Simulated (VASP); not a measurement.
# InSb: electric field gradients with PBE

The system is InSb.

```
CELL_PARAMETERS angstrom
5.35700 0.00000 0.00000
0.00000 5.71200 0.00000
0.00000 0.00000 3.06300
ATOMIC_POSITIONS crystal
In 0.00000 0.00000 0.00000
In 0.50000 0.50000 0.00000
Sb 0.50000 0.00000 0.83500
Sb 0.00000 0.50000 0.16500
```

- Program: VASP 6.6.1
- Task: electric field gradients
- Functional: PBE
- Potentials or basis: VASP PAW PBE potentials, release 64 (In_d, Sb)
- Cutoff: 520 eV
- k mesh: 6 × 6 × 11
- Occupations: fermi-dirac, width 0.08 eV
- Spin: no spin polarisation
- Dipole correction: no
- Further INCAR settings: ALGO = Normal; EDIFF = 1e-08; NBANDS = 26

The pressure is 17.9 GPa. The largest force is 0.759 eV/Å and the band gap on the k mesh is zero (bands 18 and 19 overlap by 3.35 eV). The largest electric field gradient by atom is In -82.4; Sb +156.7 V/Å².

Forces on the atoms (eV/Å):
```
In   0.000  0.000  0.273
In   0.000  0.000 -0.273
Sb   0.000  0.000 -0.759
Sb   0.000  0.000  0.759
```

Stress tensor (GPa, compression positive):
```
30.00  0.00  0.00
 0.00 14.67  0.00
 0.00  0.00  8.93
```

Levels at points of the mesh, in eV from the Fermi level:
```tsv
k point	band 15	band 16	band 17	band 18	band 19	band 20	band 21	band 22
(0.00, 0.00, 0.00)	-5.79	-2.97	-2.63	-2.23	3.04	4.30	4.32	6.31
(0.50, 0.00, 0.00)	-4.48	-4.48	0.99	0.99	4.33	4.33	4.67	4.67
(0.00, 0.50, 0.00)	-4.66	-4.66	-0.38	-0.38	3.89	3.89	4.52	4.52
(0.50, 0.50, 0.00)	-0.44	-0.44	1.31	1.31	2.42	2.42	2.75	2.75
```

Electric field gradients, principal values (V/Å²):
```
atom    least   middle  greatest (by size)
1 In   13.105   69.299             -82.404
2 In   13.105   69.299             -82.404
3 Sb  -73.476  -83.188             156.664
4 Sb  -73.476  -83.188             156.664
```

Run time: 4.6 min on 1 thread of Oxide Virtual Turin-like Processor, on a shared host, peak memory 0.3 GiB.

Caveat: the stress differs along the axes, from 9 to 30 GPa; without QUAD_EFG the Cq values of the log hold for a quadrupole moment of 1 mb, not for the nuclei; spin-orbit coupling is left out, which moves the levels of the heavy elements.
